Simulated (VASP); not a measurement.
# Ge (P6_3/mmc) in VASP: notebook

Ge is run at these levels: PBE; tasks: single point, relaxation of cell and atoms.

Program: VASP 6.6.1. These are calculated values, not measurements. Logs are shortened: lines on timing, memory, paths and dates and some standing lists are left out, and cuts for length are marked.

## 1. The cell of the first run

It takes space group P6_3/mmc (No. 194, hexagonal). Conventional cell: a = 2.793 Å, b = 2.793 Å, c = 4.571 Å, α = 90.00°, β = 90.00°, γ = 120.00°. Within 3.7 Å of Ge (site symmetry -6m2) lie 12 Ge at 2.79 to 2.80 Å.

This isn't the form of Ge at room conditions, which is diamond.

## 2. Single point, PBE

INCAR

```
SYSTEM = Ge
ALGO     = Normal         ! electronic algorithm
EDIFF    = 1E-6           ! SCF threshold, eV
ENCUT    = 520            ! plane-wave cutoff, eV
GGA      = PE             ! functional
ISIF     = 2              ! what is computed and relaxed
ISMEAR   = -1             ! smearing method
LASPH    = .True.         ! aspherical terms in the spheres
LCHARG   = .False.        ! write CHGCAR
LREAL    = .False.        ! projectors in reciprocal space
LWAVE    = .False.        ! write WAVECAR
NBANDS   = 21             ! bands
NELM     = 100            ! most SCF steps
PREC     = Accurate       ! precision mode
SIGMA    = 0.05           ! smearing width, eV
```

KPOINTS

```
k-points
0
Gamma
  16 16 9
  0 0 0
```

POSCAR

```
Ge
1.0
    2.7932585015      0.0000000000      0.0000000000
   -1.3966292508      2.4190328217      0.0000000000
    0.0000000000      0.0000000000      4.5714539893
Ge
2
Direct
    0.3333333333      0.6666666667      0.2500000000
    0.6666666667      0.3333333333      0.7500000000
```

Potentials or basis: VASP PAW PBE potentials, release 64 (Ge_d).

The run is started by

```sh
$ cat potpaw_PBE.64/Ge_d/POTCAR > POTCAR
$ mpirun -np 1 vasp_std > vasp.out
```

OUTCAR:

```text
SYSTEM = Ge
   EDIFF = 1E-6
   ENCUT = 520
   GGA = PE
   ISIF = 2
   ISMEAR = -1
   LASPH = .True.
   LREAL = .False.
   NELM = 100
   PREC = Accurate

 ion  position               nearest neighbor table
   1  0.333  0.667  0.250-   2 2.80   2 2.80   2 2.80   2 2.80   2 2.80   2 2.80
   2  0.667  0.333  0.750-   1 2.80   1 2.80   1 2.80   1 2.80   1 2.80   1 2.80

  LATTYP: Found a hexagonal cell.
 ALAT       =     2.7932585015
 C/A-ratio  =     1.6366025511

  Lattice vectors:

 A1 = (   2.7932585015,   0.0000000000,   0.0000000000)
 A2 = (  -1.3966292508,   2.4190328217,   0.0000000000)
 A3 = (   0.0000000000,   0.0000000000,   4.5714539893)

Analysis of symmetry for initial positions (statically):
=====================================================================
 Subroutine PRICEL returns:
 Original cell was already a primitive cell.

 Routine SETGRP: Setting up the symmetry group for a
 hexagonal supercell.

 Subroutine GETGRP returns: Found 24 space group operations
 (whereof 12 operations were pure point group operations)
 out of a pool of 24 trial point group operations.

The static configuration has the point symmetry D_3d.
 The point group associated with its full space group is D_6h.

Analysis of symmetry for dynamics (positions and initial velocities):
=====================================================================
 Subroutine PRICEL returns:
 Original cell was already a primitive cell.

 Routine SETGRP: Setting up the symmetry group for a
 hexagonal supercell.

 Subroutine GETGRP returns: Found 24 space group operations
 (whereof 12 operations were pure point group operations)
 out of a pool of 24 trial point group operations.

The dynamic configuration has the point symmetry D_3d.
 The point group associated with its full space group is D_6h.

 Subroutine INISYM returns: Found 24 space group operations
 (whereof 12 operations are pure point group operations),
 and found     1 'primitive' translations

----------------------------------------------------------------------------------------

                                     Primitive cell

  volume of cell :      30.8892

  direct lattice vectors                    reciprocal lattice vectors
     2.793258501  0.000000000  0.000000000     0.358004817  0.206694178  0.000000000
    -1.396629251  2.419032822  0.000000000     0.000000000  0.413388355  0.000000000
     0.000000000  0.000000000  4.571453989     0.000000000  0.000000000  0.218748784

  length of vectors
     2.793258501  2.793258502  4.571453989     0.413388355  0.413388355  0.218748784

  position of ions in fractional coordinates (direct lattice)
     0.333333333  0.666666667  0.250000000
     0.666666667  0.333333333  0.750000000

  ion indices of the primitive-cell ions
   primitive index   ion index
                 1           1
                 2           2

----------------------------------------------------------------------------------------

 KPOINTS: k-points

Automatic generation of k-mesh.
 Grid dimensions read from file:
 generate k-points for:   16   16    9

 Generating k-lattice:

  Cartesian coordinates                     Fractional coordinates (reciprocal lattice)
     0.022375301  0.012918386  0.000000000     0.062500000  0.000000000  0.000000000
     0.000000000  0.025836772  0.000000000     0.000000000  0.062500000  0.000000000
     0.000000000  0.000000000  0.024305420     0.000000000  0.000000000  0.111111111

  Length of vectors
     0.025836772  0.025836772  0.024305420

  Shift w.r.t. Gamma in fractional coordinates (k-lattice)
     0.000000000  0.000000000  0.000000000

 Subroutine IBZKPT returns following result:
 ===========================================

 Found    150 irreducible k-points:

 Following reciprocal coordinates:
            Coordinates               Weight
  0.000000  0.000000  0.000000      1.000000
  0.062500 -0.000000  0.000000      6.000000
  0.125000 -0.000000  0.000000      6.000000
  0.187500 -0.000000  0.000000      6.000000
  0.250000 -0.000000  0.000000      6.000000
  0.312500  0.000000  0.000000      6.000000
[... 16 lines left out ...]
  0.187500  0.187500  0.000000      6.000000
  0.250000  0.187500  0.000000     12.000000
 [... further k-points ...]
   k-points           NKPTS =    150   k-points in BZ     NKDIM =    150   number of bands    NBANDS=     21
   number of dos      NEDOS =    301   number of ions     NIONS =      2
   total plane-waves  NPLWV =  20736
   dimension x,y,z NGX =    24 NGY =   24 NGZ =   36
   dimension x,y,z NGXF=    48 NGYF=   48 NGZF=   72
   ions per type =               2
   NGX,Y,Z   is equivalent  to a cutoff of  14.28, 14.28, 13.09 a.u.
   NGXF,Y,Z  is equivalent  to a cutoff of  28.57, 28.57, 26.18 a.u.
 SYSTEM =  Ge
   PREC   = accura    normal or accurate (medium, high low for compatibility)
   ISTART =      0    job   : 0-new  1-cont  2-samecut
   ICHARG =      2    charge: 1-file 2-atom 10-const
   ISPIN  =      1    spin polarized calculation?
   LNONCOLLINEAR =      F non collinear calculations
   LSORBIT =      F    spin-orbit coupling
   LASPH  =      T    aspherical Exc in radial PAW
   ENCUT  =  520.0 eV  38.22 Ry    6.18 a.u.   5.19  5.19  8.50*2*pi/ulx,y,z
   NELM   =    100;   NELMIN=  2; NELMDL= -5     # of ELM steps
   EDIFF  = 0.1E-05   stopping-criterion for ELM
   LREAL  =      F    real-space projection
   EDIFFG = 0.1E-04   stopping-criterion for IOM
   NSW    =      0    number of steps for IOM
   IBRION =     -1    ionic relax: 0-MD 1-quasi-New 2-CG
   NFREE  =      0    steps in history (QN), initial steepest desc. (CG)
   ISIF   =      2    stress and relaxation
   ISYM   =      2    0-nonsym 1-usesym 2-fastsym
   POTIM  = 0.5000    time-step for ionic-motion
   TEBEG  =    0.0;   TEEND  =   0.0 temperature during run
   PSTRESS=    0.0 pullay stress
   NELECT =      28.0000    total number of electrons
   NUPDOWN=      -1.0000    fix difference up-down
   EMIN   =  10.00;   EMAX   =-10.00  energy-range for DOS
   EFERMI =   0.00;   METHOD = LEGACY
   ISMEAR =    -1;   SIGMA  =   0.05  broadening in eV -4-tet -1-fermi 0-gaus
   EFERMI_NEDOS =   21; number of points for ismear=-14 and -15
   IALGO  =     38    algorithm
   IMIX   =      4    mixing-type and parameters
     AMIX     =   0.40;   BMIX     =  1.00
     AMIX_MAG =   1.60;   BMIX_MAG =  1.00
  volume/ion in A,a.u.               =      15.44       104.23
  Fermi-wavevector in a.u.,A,eV,Ry     =   1.584377  2.994038 34.154015  2.510249
  Thomas-Fermi vector in A             =   2.684004
   LORBIT       =      0    0 simple, 1 ext, 2 COOP (PROOUT), +10 PAW based schemes
   GGA     = PE    functional components
   LHFCALC =     F    Hartree Fock is set to
   AEXX    =    0.0000 exact exchange contribution
   IVDW    =     0    specifies the selected vdW correction
   LEPSILON=     F    determine dielectric tensor
   LRPA    =     F    only Hartree local field effects (RPA)
 non-spin polarized calculation
  energy-cutoff  :      520.00
  volume of cell :       30.89
 maximum number of plane-waves:       850
 NGX is ok and might be reduce to    24
   NGX = 11   NGY = 11   NGZ = 17

 number of electron      27.9999987 magnetization

 Free energy of the ion-electron system (eV)
  ---------------------------------------------------
  ext. energy  EPLUGINS =         0.00000000
  ---------------------------------------------------
  free energy    TOTEN  =        -7.91544086 eV

  energy without entropy =       -7.91187545  energy(sigma->0) =       -7.91365816

 E-fermi :   9.2529     XC(G=0): -12.3415

 val. band max:        9.2174965784   @ k =   0.3750  -0.0000   0.2222
 cond. band min:       9.2843312198   @ k =   0.2500  -0.0000   0.2222
 fundamental gap:      0.0668346414
 Fermi energy:         9.2529356404

 k-point     1 :       0.0000    0.0000    0.0000
  band No.  band energies     occupation
      1     -15.7170      2.00000
      2     -15.6962      2.00000
      3     -15.6849      2.00000
      4     -15.6849      2.00000
      5     -15.6704      2.00000
      6     -15.6704      2.00000
[... 13 lines left out ...]
     20      23.0048      0.00000
     21      25.1247      0.00000

 k-point     2 :       0.0625   -0.0000    0.0000
  band No.  band energies     occupation
      1     -15.7153      2.00000
      2     -15.6992      2.00000
      3     -15.6794      2.00000
      4     -15.6788      2.00000
      5     -15.6693      2.00000
      6     -15.6646      2.00000
[... 13 lines left out ...]
     20      23.3469      0.00000
     21      24.8894      0.00000

 k-point     3 :       0.1250   -0.0000    0.0000
  band No.  band energies     occupation
      1     -15.7204      2.00000
      2     -15.6962      2.00000
      3     -15.6734      2.00000
      4     -15.6614      2.00000
      5     -15.6585      2.00000
      6     -15.6480      2.00000
[... 13 lines left out ...]
     20      24.0409      0.00000
     21      24.5035      0.00000

 k-point     4 :       0.1875   -0.0000    0.0000
  band No.  band energies     occupation
      1     -15.7356      2.00000
      2     -15.6871      2.00000
      3     -15.6701      2.00000
      4     -15.6606      2.00000
      5     -15.6521      2.00000
      6     -15.6355      2.00000
[... 13 lines left out ...]
     20      23.0095      0.00000
     21      24.7558      0.00000

 k-point     5 :       0.2500   -0.0000    0.0000
  band No.  band energies     occupation
      1     -15.7536      2.00000
      2     -15.6888      2.00000
      3     -15.6794      2.00000
      4     -15.6623      2.00000
      5     -15.6552      2.00000
      6     -15.6056      2.00000
[... 13 lines left out ...]
     20      22.5480      0.00000
     21      24.3610      0.00000

 k-point     6 :       0.3125    0.0000    0.0000
  band No.  band energies     occupation
      1     -15.7711      2.00000
      2     -15.6998      2.00000
      3     -15.6953      2.00000
      4     -15.6721      2.00000
      5     -15.6368      2.00000
      6     -15.5968      2.00000
[... 13 lines left out ...]
     20      22.1765      0.00000
     21      23.8849      0.00000

 k-point     7 :       0.3750   -0.0000    0.0000
  band No.  band energies     occupation
      1     -15.7857      2.00000
      2     -15.7181      2.00000
      3     -15.7019      2.00000
      4     -15.6801      2.00000
      5     -15.6209      2.00000
      6     -15.6088      2.00000
[... 13 lines left out ...]
     20      21.8437      0.00000
     21      23.4376      0.00000
[... 291 lines left out ...]
      1     -15.7597      2.00000
      2     -15.7246      2.00000
      3     -15.6866      2.00000
      4     -15.6777      2.00000
      5     -15.6287      2.00000
      6     -15.6104      2.00000
[... 13 lines left out ...]
     20      20.0733      0.00000
     21      26.0640      0.00000

 k-point    21 :       0.3750    0.1250    0.0000
  band No.  band energies     occupation
      1     -15.7683      2.00000
      2     -15.7370      2.00000
      3     -15.6863      2.00000
      4     -15.6794      2.00000
      5     -15.6190      2.00000
      6     -15.6148      2.00000
[... 13 lines left out ...]
     20      19.8019      0.00000
     21      26.3807      0.00000

 k-point    22 :       0.4375    0.1250    0.0000
  band No.  band energies     occupation
      1     -15.7713      2.00000
      2     -15.7414      2.00000
      3     -15.6866      2.00000
      4     -15.6799      2.00000
      5     -15.6222      2.00000
      6     -15.6090      2.00000
[... 13 lines left out ...]
     20      19.7111      0.00000
     21      26.3516      0.00000

 k-point    23 :       0.1875    0.1875    0.0000
  band No.  band energies     occupation
      1     -15.7164      2.00000
      2     -15.7121      2.00000
      3     -15.7046      2.00000
      4     -15.6732      2.00000
      5     -15.6352      2.00000
      6     -15.6169      2.00000
[... 13 lines left out ...]
     20      22.8693      0.00000
     21      23.8632      0.00000

 k-point    24 :       0.2500    0.1875    0.0000
  band No.  band energies     occupation
      1     -15.7262      2.00000
      2     -15.7233      2.00000
      3     -15.6938      2.00000
      4     -15.6751      2.00000
      5     -15.6283      2.00000
      6     -15.6077      2.00000
[... 13 lines left out ...]
     20      22.7921      0.00000
     21      25.7743      0.00000

 [... further k-points ...]

------------------------ aborting loop because EDIFF is reached ----------------------------------------

  FORCE on cell =-STRESS in cart. coord.  units (eV):
  Direction    XX          YY          ZZ          XY          YZ          ZX
  --------------------------------------------------------------------------------------
  -------------------------------------------------------------------------------------
  Total        4.5913022      4.5913022      4.5913696     -0.0000000      0.0000000     -0.0000000
  in kB      238.1437673    238.1437673    238.1472628     -0.0000000      0.0000000     -0.0000000
  external PRESSURE =     238.1449325 kB  Pullay stress =       0.0000000 kB

 VOLUME and BASIS-vectors are now :
 -----------------------------------------------------------------------------
  energy-cutoff  :      520.00
  volume of cell :       30.89
      direct lattice vectors                 reciprocal lattice vectors
     2.793258501  0.000000000  0.000000000     0.358004817  0.206694178  0.000000000
    -1.396629251  2.419032822  0.000000000     0.000000000  0.413388355  0.000000000
     0.000000000  0.000000000  4.571453989     0.000000000  0.000000000  0.218748784

 POSITION                                       TOTAL-FORCE (eV/Angst)
 -----------------------------------------------------------------------------------
     -0.00000      1.61269      1.14286        -0.000000     -0.000000      0.000000
      1.39663      0.80634      3.42859         0.000000      0.000000      0.000000
 -----------------------------------------------------------------------------------
    total drift:                               -0.000000      0.000000      0.000000

  FREE ENERGIE OF THE ION-ELECTRON SYSTEM (eV)
  ---------------------------------------------------
  free  energy   TOTEN  =        -7.9154408609 eV

  energy  without entropy=       -7.9118754511  energy(sigma->0) =       -7.91365816
```

It took 56 s on 1 thread of Intel Xeon Platinum 8259CL at 2.50GHz (Skylake/Cascade Lake), shared host; peak memory 0.2 GiB.

Results:

```
Free energy            : -7.9154 eV
Pressure               : 23.8 GPa
Band gap on the k mesh : zero (bands 14 and 15 overlap by 11.58 eV)
```

Levels at points of the mesh, in eV from the Fermi level:
```
           k point  band 11  band 12  band 13  band 14  band 15  band 16  band 17  band 18
(0.00, 0.00, 0.00)   -15.12    -8.45    -6.95     8.23     8.23    10.47    10.47    11.17
(0.50, 0.00, 0.00)    -9.09    -8.02    -2.31    -1.94    -1.41     1.02     2.99     7.02
```

Caveat: the cell stands under pressure.

(Continued in part 2 of 3.)
